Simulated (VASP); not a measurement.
PbS:

```
CELL_PARAMETERS angstrom
2.11266 1.21975 3.45192
-2.11266 1.21975 3.45192
0.00000 -2.43949 3.45192
ATOMIC_POSITIONS crystal
Pb 0.98057 0.98057 0.98057
S 0.47504 0.47504 0.47504
```

Program: VASP 6.6.1. Alike in all runs: task single point; level r2SCAN; potentials or basis VASP PAW PBE potentials, release 64 (Pb_d, S); no spin polarisation; cell as given; cutoff (eV) 520; smearing methfessel-paxton 0.02 eV. Hardware: 1 thread of AMD EPYC 7R13 Processor (Zen 3), on a shared host.

Question: Order these runs on this cell by their wall time, lowest first.
A. k mesh 8 × 8 × 8
B. k mesh 2 × 2 × 2
C. k mesh 4 × 4 × 4

Answer: B (17 s), C (40 s), A (150 s).

Caveats: some runs use coarse meshes.
